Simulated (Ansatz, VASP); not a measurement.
## Two plane-wave programs on Ni

File POSCAR:

```
Ni
1.0
    0.0000000000      1.7585000000      1.7585000000
    1.7585000000      0.0000000000      1.7585000000
    1.7585000000      1.7585000000      0.0000000000
Ni
1
Direct
    0.0000000000      0.0000000000      0.0000000000
```

The input INCAR.step1:

```
SYSTEM = Ni
ALGO = Normal ; EDIFF = 1E-4
ENCUT = 520 ; GGA = PE
ISMEAR = -1 ; ISPIN = 2
LASPH = .True. ; LCHARG = .False.
LMAXMIX = 4 ; LREAL = .False.
LWAVE = .True. ; MAGMOM = 2
NBANDS = 15 ; NELM = 150
PREC = Accurate ; SIGMA = 0.003
```

Contents of INCAR.step2:

```
SYSTEM = Ni
ALGO = Normal ; EDIFF = 1E-6
ENCUT = 520 ; ISIF = 2
ISMEAR = -1 ; ISPIN = 2
ISTART = 1 ; LASPH = .True.
LCHARG = .False. ; LMAXMIX = 4
LMIXTAU = .True. ; LORBIT = 11
LREAL = .False. ; LWAVE = .False.
MAGMOM = 2 ; METAGGA = R2SCAN
NBANDS = 15 ; NELM = 150
PREC = Accurate ; SIGMA = 0.003
```

File KPOINTS:

```
k-points
0
Gamma
  13 13 13
  0 0 0
```

Input for Ansatz:

```yaml
crystal:
  lattice:
    - [0.0, 1.7585, 1.7585]
    - [1.7585, 0.0, 1.7585]
    - [1.7585, 1.7585, 0.0]
  atoms:
    - { symbol: Ni, position: [0.0, 0.0, 0.0], spin: 2.0 }
magnetization:
  spin_polarized: true
hamiltonian:
  xc: r2scan
  pseudopotentials: { kind: paw }
basis:
  ecutwfc: 500
kpoints:
  mp_grid: { grid: [13, 13, 13] }
scf:
  occupations: { method: fermi_dirac, width: 0.003 }
  lower_state_search: "off"
  algorithm: density_mixing
  max_iter: 60
  mixing: {}
output:
  forces: true
  stress: true
```

Alike in both runs: task single point; functional r2SCAN; k mesh 13 × 13 × 13; occupations fermi-dirac, width 0.003 eV; collinear spin.

|  | VASP | Ansatz |
| --- | --- | --- |
| version | VASP 6.6.1 | Ansatz 0.2.0 |
| potentials or method | VASP PAW PBE potentials, release 64 (Ni), cutoff 520 eV | PAW, plane waves, scalar-relativistic |
| valence electrons in the cell | 10 | 18 |

VASP gave:

- pressure (GPa): -7.2
- net moment per atom (μB): 0.66
- size of the moment on the site where the two differ most (μB): 0.69

Q: Estimate Ansatz's values.

A: Pressure (GPa): -6.5; net moment per atom (μB): 0.78; size of the moment on the site where the two differ most (μB): 0.85.

The net moments are unlike, so the other rows may belong to different states. VASP's potentials were made for PBE, not for r2SCAN. Site moments also hang on the region over which each program counts them. VASP's potentials hold 10 valence electrons a cell and Ansatz's 18, so a difference there can come from the potentials and not from the codes. Ansatz's warnings: stability check not made.
